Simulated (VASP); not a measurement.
# Mg3H (P6_3/mmc) in VASP: a series of runs

Runs on Mg3H. Level: PBE. Tasks: single point.

Program: VASP 6.6.1. These are calculated values, not measurements. Logs are shortened: lines on timing, memory, paths and dates and some standing lists are left out, and cuts for length are marked.

### Step 1. The cell of the first run

The structure is hexagonal, space group P6_3/mmc (No. 194). The conventional cell has a = 5.897 Å, b = 5.897 Å, c = 5.255 Å, α = 90.00°, β = 90.00°, γ = 120.00°. Mg (site symmetry mm2) has 8 Mg at 2.91 to 3.14 Å and 4 H at 2.95 to 3.12 Å within 3.8 Å. H (site symmetry -6m2) has 12 Mg at 2.95 to 3.12 Å within 3.9 Å.

### Step 2. Single point, PBE

Input file INCAR:

```
SYSTEM = Mg3H
ALGO = Normal ; EDIFF = 1E-6
ENCUT = 520 ; GGA = PE
ISIF = 2 ; ISMEAR = 0
LASPH = .True. ; LCHARG = .False.
LREAL = .False. ; LWAVE = .False.
NBANDS = 17 ; NELM = 60
PREC = Accurate ; SIGMA = 0.1
```

Input file KPOINTS:

```
k-points
0
Gamma
  6 6 4
  0 0 0
```

Input file POSCAR:

```
Mg3H
1.0
    5.8965056638      0.0000000000      0.0000000000
   -2.9482528319      5.1065236984      0.0000000000
    0.0000000000      0.0000000000      5.2545872692
Mg H
6 2
Direct
    0.8310188846      0.6620377692      0.2500000000
    0.1689811154      0.8310188846      0.7500000000
    0.3379622308      0.1689811154      0.2500000000
    0.1689811154      0.3379622308      0.7500000000
    0.8310188846      0.1689811154      0.2500000000
    0.6620377692      0.8310188846      0.7500000000
    0.3333333333      0.6666666667      0.2500000000
    0.6666666667      0.3333333333      0.7500000000
```

Potentials or basis: VASP PAW PBE potentials, release 64 (Mg, H).

On the command line:

```console
cat potpaw_PBE.64/Mg/POTCAR potpaw_PBE.64/H/POTCAR > POTCAR
mpirun -np 1 vasp_std > vasp.out
```

OUTCAR:

```text
SYSTEM = Mg3H
   EDIFF = 1E-6
   ENCUT = 520
   GGA = PE
   ISIF = 2
   ISMEAR = 0
   LASPH = .True.
   LREAL = .False.
   NELM = 60
   PREC = Accurate

 ion  position               nearest neighbor table
   1  0.831  0.662  0.250-   3 2.91   5 2.91   3 2.99   5 2.99   2 3.14   6 3.14   2 3.14   6 3.14

   2  0.169  0.831  0.750-   4 2.91   6 2.91   4 2.99   6 2.99   3 3.14   3 3.14   1 3.14   1 3.14

   3  0.338  0.169  0.250-   1 2.91   5 2.91   1 2.99   5 2.99   2 3.14   2 3.14   4 3.14   4 3.14

   4  0.169  0.338  0.750-   2 2.91   6 2.91   2 2.99   6 2.99   3 3.14   5 3.14   5 3.14   3 3.14

   5  0.831  0.169  0.250-   1 2.91   3 2.91   1 2.99   3 2.99   6 3.14   6 3.14   4 3.14   4 3.14

   6  0.662  0.831  0.750-   4 2.91   2 2.91   4 2.99   2 2.99   5 3.14   5 3.14   1 3.14   1 3.14

   7  0.333  0.667  0.250-
   8  0.667  0.333  0.750-

  LATTYP: Found a hexagonal cell.
 ALAT       =     5.8965056638
 C/A-ratio  =     0.8911357961

  Lattice vectors:

 A1 = (   5.8965056638,   0.0000000000,   0.0000000000)
 A2 = (  -2.9482528319,   5.1065236984,   0.0000000000)
 A3 = (   0.0000000000,   0.0000000000,   5.2545872692)

Analysis of symmetry for initial positions (statically):
=====================================================================
 Subroutine PRICEL returns:
 Original cell was already a primitive cell.

 Routine SETGRP: Setting up the symmetry group for a
 hexagonal supercell.

 Subroutine GETGRP returns: Found 24 space group operations
 (whereof 12 operations were pure point group operations)
 out of a pool of 24 trial point group operations.

The static configuration has the point symmetry D_3d.
 The point group associated with its full space group is D_6h.

Analysis of symmetry for dynamics (positions and initial velocities):
=====================================================================
 Subroutine PRICEL returns:
 Original cell was already a primitive cell.

 Routine SETGRP: Setting up the symmetry group for a
 hexagonal supercell.

 Subroutine GETGRP returns: Found 24 space group operations
 (whereof 12 operations were pure point group operations)
 out of a pool of 24 trial point group operations.

The dynamic configuration has the point symmetry D_3d.
 The point group associated with its full space group is D_6h.

 Subroutine INISYM returns: Found 24 space group operations
 (whereof 12 operations are pure point group operations),
 and found     1 'primitive' translations

----------------------------------------------------------------------------------------

                                     Primitive cell

  volume of cell :     158.2190

  direct lattice vectors                    reciprocal lattice vectors
     5.896505664  0.000000000  0.000000000     0.169591968  0.097913968  0.000000000
    -2.948252832  5.106523698  0.000000000     0.000000000  0.195827937  0.000000000
     0.000000000  0.000000000  5.254587269     0.000000000  0.000000000  0.190309904

  length of vectors
     5.896505664  5.896505664  5.254587269     0.195827937  0.195827937  0.190309904

  position of ions in fractional coordinates (direct lattice)
     0.831018885  0.662037769  0.250000000
     0.168981115  0.831018885  0.750000000
     0.337962231  0.168981115  0.250000000
     0.168981115  0.337962231  0.750000000
     0.831018885  0.168981115  0.250000000
     0.662037769  0.831018885  0.750000000
     0.333333333  0.666666667  0.250000000
     0.666666667  0.333333333  0.750000000

  ion indices of the primitive-cell ions
   primitive index   ion index
                 1           1
                 2           2
                 3           3
                 4           4
                 5           5
                 6           6
                 7           7
                 8           8

----------------------------------------------------------------------------------------

 KPOINTS: k-points

Automatic generation of k-mesh.
 Grid dimensions read from file:
 generate k-points for:    6    6    4

 Generating k-lattice:

  Cartesian coordinates                     Fractional coordinates (reciprocal lattice)
     0.028265328  0.016318995  0.000000000     0.166666667 -0.000000000  0.000000000
     0.000000000  0.032637989  0.000000000     0.000000000  0.166666667  0.000000000
     0.000000000  0.000000000  0.047577476     0.000000000  0.000000000  0.250000000

  Length of vectors
     0.032637989  0.032637989  0.047577476

  Shift w.r.t. Gamma in fractional coordinates (k-lattice)
     0.000000000  0.000000000  0.000000000

 Subroutine IBZKPT returns following result:
 ===========================================

 Found     21 irreducible k-points:

 Following reciprocal coordinates:
            Coordinates               Weight
  0.000000  0.000000  0.000000      1.000000
  0.166667 -0.000000  0.000000      6.000000
  0.333333 -0.000000  0.000000      6.000000
  0.500000  0.000000  0.000000      3.000000
  0.166667  0.166667  0.000000      6.000000
  0.333333  0.166667  0.000000     12.000000
[... 13 lines left out ...]
  0.333333  0.166667  0.500000     12.000000
  0.333333  0.333333  0.500000      2.000000
   k-points           NKPTS =     21   k-points in BZ     NKDIM =     21   number of bands    NBANDS=     17
   number of dos      NEDOS =    301   number of ions     NIONS =      8
   total plane-waves  NPLWV =  92160
   dimension x,y,z NGX =    48 NGY =   48 NGZ =   40
   dimension x,y,z NGXF=    96 NGYF=   96 NGZF=   80
   ions per type =               6   2
   NGX,Y,Z   is equivalent  to a cutoff of  13.53, 13.53, 12.66 a.u.
   NGXF,Y,Z  is equivalent  to a cutoff of  27.07, 27.07, 25.31 a.u.
 SYSTEM =  Mg3H
   PREC   = accura    normal or accurate (medium, high low for compatibility)
   ISTART =      0    job   : 0-new  1-cont  2-samecut
   ICHARG =      2    charge: 1-file 2-atom 10-const
   ISPIN  =      1    spin polarized calculation?
   LNONCOLLINEAR =      F non collinear calculations
   LSORBIT =      F    spin-orbit coupling
   LASPH  =      T    aspherical Exc in radial PAW
   ENCUT  =  520.0 eV  38.22 Ry    6.18 a.u.  10.96 10.96  9.77*2*pi/ulx,y,z
   NELM   =     60;   NELMIN=  2; NELMDL= -5     # of ELM steps
   EDIFF  = 0.1E-05   stopping-criterion for ELM
   LREAL  =      F    real-space projection
   EDIFFG = 0.1E-04   stopping-criterion for IOM
   NSW    =      0    number of steps for IOM
   IBRION =     -1    ionic relax: 0-MD 1-quasi-New 2-CG
   NFREE  =      0    steps in history (QN), initial steepest desc. (CG)
   ISIF   =      2    stress and relaxation
   ISYM   =      2    0-nonsym 1-usesym 2-fastsym
   POTIM  = 0.5000    time-step for ionic-motion
   TEBEG  =    0.0;   TEEND  =   0.0 temperature during run
   PSTRESS=    0.0 pullay stress
   NELECT =      14.0000    total number of electrons
   NUPDOWN=      -1.0000    fix difference up-down
   EMIN   =  10.00;   EMAX   =-10.00  energy-range for DOS
   EFERMI =   0.00;   METHOD = LEGACY
   ISMEAR =     0;   SIGMA  =   0.10  broadening in eV -4-tet -1-fermi 0-gaus
   EFERMI_NEDOS =   21; number of points for ismear=-14 and -15
   IALGO  =     38    algorithm
   IMIX   =      4    mixing-type and parameters
     AMIX     =   0.40;   BMIX     =  1.00
     AMIX_MAG =   1.60;   BMIX_MAG =  1.00
  volume/ion in A,a.u.               =      19.78       133.46
  Fermi-wavevector in a.u.,A,eV,Ry     =   0.729510  1.378574  7.240815  0.532185
  Thomas-Fermi vector in A             =   1.821250
   LORBIT       =      0    0 simple, 1 ext, 2 COOP (PROOUT), +10 PAW based schemes
   GGA     = PE    functional components
   LHFCALC =     F    Hartree Fock is set to
   AEXX    =    0.0000 exact exchange contribution
   IVDW    =     0    specifies the selected vdW correction
   LEPSILON=     F    determine dielectric tensor
   LRPA    =     F    only Hartree local field effects (RPA)
 non-spin polarized calculation
 Gauss-broadening in eV      SIGMA  =   0.10
  energy-cutoff  :      520.00
  volume of cell :      158.22
 maximum number of plane-waves:      4272
 NGX is ok and might be reduce to    48
   NGX = 21   NGY = 21   NGZ = 19

 number of electron      13.9999999 magnetization

 Free energy of the ion-electron system (eV)
  ---------------------------------------------------
  ext. energy  EPLUGINS =         0.00000000
  ---------------------------------------------------
  free energy    TOTEN  =       -12.06030832 eV

  energy without entropy =      -12.05673499  energy(sigma->0) =      -12.05852165

 E-fermi :   1.9852     XC(G=0):  -8.2791

 val. band max:        1.7834812612   @ k =   0.3333   0.3333   0.0000
 cond. band min:       2.0455074586   @ k =   0.3333  -0.0000   0.0000
 fundamental gap:      0.2620261974
 Fermi energy:         1.9851628072

 k-point     1 :       0.0000    0.0000    0.0000
  band No.  band energies     occupation
      1      -4.9352      2.00000
      2      -0.8669      2.00000
      3      -0.2738      2.00000
      4       0.5683      2.00000
      5       0.6297      2.00000
      6       0.9961      2.00000
[... 9 lines left out ...]
     16       6.4166      0.00000
     17       6.5147      0.00000

 k-point     2 :       0.1667   -0.0000    0.0000
  band No.  band energies     occupation
      1      -4.7784      2.00000
      2      -1.2927      2.00000
      3      -0.8692      2.00000
      4       0.3521      2.00000
      5       0.3989      2.00000
      6       0.7678      2.00000
[... 9 lines left out ...]
     16       6.4433      0.00000
     17       7.1040      0.00000
[... 361 lines left out ...]
 k-point    21 :       0.3333    0.3333    0.5000
  band No.  band energies     occupation
      1      -2.1032      2.00000
      2      -2.1032      2.00000
      3      -1.8408      2.00000
      4      -1.8408      2.00000
      5      -1.3257      2.00000
      6      -1.3257      2.00000
[... 9 lines left out ...]
     16       8.0711      0.00000
     17       8.2962      0.00000

------------------------ aborting loop because EDIFF is reached ----------------------------------------

  FORCE on cell =-STRESS in cart. coord.  units (eV):
  Direction    XX          YY          ZZ          XY          YZ          ZX
  --------------------------------------------------------------------------------------
  -------------------------------------------------------------------------------------
  Total        0.0210341      0.0210341      0.1777810      0.0000000      0.0000000      0.0000000
  in kB        0.2129984      0.2129984      1.8002683      0.0000000      0.0000000      0.0000000
  external PRESSURE =       0.7420884 kB  Pullay stress =       0.0000000 kB

 VOLUME and BASIS-vectors are now :
 -----------------------------------------------------------------------------
  energy-cutoff  :      520.00
  volume of cell :      158.22
      direct lattice vectors                 reciprocal lattice vectors
     5.896505664  0.000000000  0.000000000     0.169591968  0.097913968  0.000000000
    -2.948252832  5.106523698  0.000000000     0.000000000  0.195827937  0.000000000
     0.000000000  0.000000000  5.254587269     0.000000000  0.000000000  0.190309904

 POSITION                                       TOTAL-FORCE (eV/Angst)
 -----------------------------------------------------------------------------------
      2.94825      3.38071      1.31365        -0.000000     -0.005020      0.000000
     -1.45366      4.24362      3.94094         0.004347     -0.002510      0.000000
      1.49460      0.86291      1.31365         0.004347      0.002510     -0.000000
      0.00000      1.72581      3.94094        -0.000000      0.005020     -0.000000
      4.40191      0.86291      1.31365        -0.004347      0.002510     -0.000000
      1.45366      4.24362      3.94094        -0.004347     -0.002510      0.000000
     -0.00000      3.40435      1.31365        -0.000000      0.000000     -0.000000
      2.94825      1.70217      3.94094        -0.000000     -0.000000     -0.000000
 -----------------------------------------------------------------------------------
    total drift:                               -0.000000      0.000000      0.000000

  FREE ENERGIE OF THE ION-ELECTRON SYSTEM (eV)
  ---------------------------------------------------
  free  energy   TOTEN  =       -12.0603083208 eV

  energy  without entropy=      -12.0567349882  energy(sigma->0) =      -12.05852165
```

Run time: 87 s. Hardware: 1 thread of AMD EPYC 7R43 (Zen 3), shared host; peak memory 0.27 GiB.

Results:

| Item | Value |
| --- | --- |
| Free energy | -12.0603 eV |
| Pressure | 0.1 GPa |
| Largest force | 0.005 eV/Å |
| Band gap on the k mesh | zero (band 7 reaches 3.28 eV, above the bottom of band 8 at 1.10 eV) |

Forces on the atoms (eV/Å):
```
Mg   0.000 -0.005  0.000
Mg   0.004 -0.003  0.000
Mg   0.004  0.003  0.000
Mg   0.000  0.005  0.000
Mg  -0.004  0.003  0.000
Mg  -0.004 -0.003  0.000
H    0.000  0.000  0.000
H    0.000  0.000  0.000
```

Levels at points of the mesh, in eV from the Fermi level:
| k point | band 4 | band 5 | band 6 | band 7 | band 8 | band 9 | band 10 | band 11 |
| --- | --- | --- | --- | --- | --- | --- | --- | --- |
| (0.00, 0.00, 0.00) | -1.42 | -1.36 | -0.99 | -0.99 | -0.61 | -0.61 | 1.10 | 2.19 |
| (0.50, 0.00, 0.00) | -2.20 | -0.83 | -0.59 | -0.41 | 0.40 | 1.07 | 1.94 | 2.58 |
| (0.00, 0.00, 0.50) | -1.54 | -0.54 | -0.54 | 0.23 | 0.23 | 0.23 | 0.23 | 0.79 |
| (0.50, 0.00, 0.50) | -4.03 | -1.88 | -1.88 | -0.88 | -0.88 | 2.42 | 2.42 | 3.96 |

### Step 3. Single point, PBE

This run uses another cell than the first one, of 19.93 Å³/atom, 1.008 times its volume.

Input file INCAR:

```
SYSTEM = Mg3H
PREC     = Accurate       ! precision mode
ENCUT    = 520            ! plane-wave cutoff, eV
EDIFF    = 1E-6           ! SCF threshold, eV
ISMEAR   = 0              ! smearing method
SIGMA    = 0.1            ! smearing width, eV
LREAL    = .False.        ! projectors in reciprocal space
LASPH    = .True.         ! aspherical terms in the spheres
NELM     = 80             ! most SCF steps
ALGO     = Normal         ! electronic algorithm
ISIF     = 2              ! what is computed and relaxed
LWAVE    = .False.        ! write WAVECAR
LCHARG   = .True.         ! write CHGCAR
GGA      = PE             ! functional
LELF     = .True.         ! ELF
LVHAR    = .True.       
NBANDS   = 17             ! bands
```

Input file KPOINTS:

```
Automatic mesh
0
Gamma
  6 6 8
  0 0 0
```

Input file POSCAR:

```
Mg3H
1.0
    5.9155448738      0.0000000000      0.0000000000
   -2.9577724369      5.1230121379      0.0000000000
    0.0000000000      0.0000000000      5.2615974022
Mg H
6 2
Direct
    0.8311010027      0.6622020054      0.2500000000
    0.1688989973      0.8311010027      0.7500000000
    0.3377979946      0.1688989973      0.2500000000
    0.1688989973      0.3377979946      0.7500000000
    0.8311010027      0.1688989973      0.2500000000
    0.6622020054      0.8311010027      0.7500000000
    0.3333333333      0.6666666667      0.2500000000
    0.6666666667      0.3333333333      0.7500000000
```

Potentials or basis: VASP PAW PBE potentials, release 64 (Mg, H).

On the command line:

```console
cat potpaw_PBE.64/Mg/POTCAR potpaw_PBE.64/H/POTCAR > POTCAR
mpirun -np 1 vasp_std > vasp.out
```

Wall time 2.8 min (1 thread of AMD EPYC 7R43 (Zen 3), shared host); peak memory 0.28 GiB.

The run converged. Its results:

- Free energy: -12.0101 eV
- Pressure: -0.1 GPa
- Band gap on the k mesh: zero (band 7 reaches 3.22 eV, above the bottom of band 8 at 1.07 eV)

Levels at points of the mesh, in eV from the Fermi level:
```tsv
k point	band 4	band 5	band 6	band 7	band 8	band 9	band 10	band 11
(0.00, 0.00, 0.00)	-1.37	-1.29	-0.95	-0.95	-0.57	-0.57	1.14	2.23
(0.50, 0.00, 0.00)	-2.15	-0.78	-0.54	-0.35	0.46	1.11	1.97	2.62
(0.00, 0.00, 0.50)	-1.48	-0.49	-0.49	0.27	0.27	0.27	0.27	0.83
(0.50, 0.00, 0.50)	-3.97	-1.83	-1.83	-0.84	-0.84	2.45	2.45	3.98
```
